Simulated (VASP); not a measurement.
Here is a VASP 6.6.1 calculation.

File INCAR:

```
PREC = Accurate ; ENCUT = 520
EDIFF = 1E-6 ; ISMEAR = 0
SIGMA = 0.15 ; LREAL = False
LASPH = True ; NELM = 100
ALGO = Normal ; ISIF = 2
LWAVE = False ; LCHARG = False
GGA = CA ; NBANDS = 14
```

The input KPOINTS:

```
regular mesh
0
Gamma
  16 16 16
```

File POSCAR:

```
ZrB
1.0
    0.0000000000      2.4153850465      2.4153850465
    2.2463080932      0.0000000000      2.4153850465
    2.2463080932      2.4153850465      0.0000000000
Zr B
1 1
Direct
    0.0000000000      0.0000000000      0.0000000000
    0.5000000000      0.5000000000      0.5000000000
```

Potentials or basis: VASP PAW LDA potentials, release 64 (Zr_sv, B).

Run with:

```console
$ cat potpaw_LDA.64/Zr_sv/POTCAR potpaw_LDA.64/B/POTCAR > POTCAR
$ mpirun -np 1 vasp_std > vasp.out
```

(1) What does it give for the pressure?

Answers

(1) 16.4 GPa.

Caveat: the cell differs from its parent crystal (normal strain along x -0.0700, normal strain along z +0.0000).
